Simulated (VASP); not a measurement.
HfO2:

```xyz
12
Lattice="5.1489 0.0000 0.0000 0.0000 4.9371 0.0000 0.0000 0.0000 4.9647" Properties=species:S:1:pos:R:3 pbc="T T T"
Hf    4.9790    3.6165    3.6810
Hf    2.7444    3.6165    1.1987
Hf    2.4045    1.3206    3.6810
Hf    0.1699    1.3206    1.1987
O     3.2548    4.5848    4.3653
O     4.4686    4.5848    1.8829
O     1.2046    2.6655    2.4441
O     1.3699    2.6655    4.9264
O     3.9443    2.2717    4.9264
O     3.7790    2.2717    2.4441
O     0.6803    0.3523    4.3653
O     1.8941    0.3523    1.8829
```

Base run:

* Program: VASP 6.6.1
* Functional: RPBE
* Dispersion: D3(BJ)
* Potentials or basis: VASP PAW PBE potentials, release 64 (Hf_pv, O)
* Cutoff: 520 eV
* k mesh: 5 × 6 × 5
* Occupations: fermi-dirac, width 0.05 eV
* Spin: no spin polarisation

Its results: band gap on the k mesh 4.66 eV (least direct gap 4.85 eV); pressure -0.4 GPa; largest force 0.314 eV/Å.

Q: The run is repeated on the same cell with these changes: dispersion from D3(BJ) to D4. What comes out?

A: Band gap on the k mesh 4.66 eV (least direct gap 4.85 eV); pressure 14.9 GPa; largest force 0.232 eV/Å.

Caveats: the PAW data sets were made with another functional, which shifts forces and pressure a little; spin-orbit coupling is left out, which moves the levels of the heavy elements; the dispersion term is far too large for a dense solid, which distorts pressure and volume (at least some runs); the cell stands under pressure (at least some runs).

A k mesh can miss the band edges.
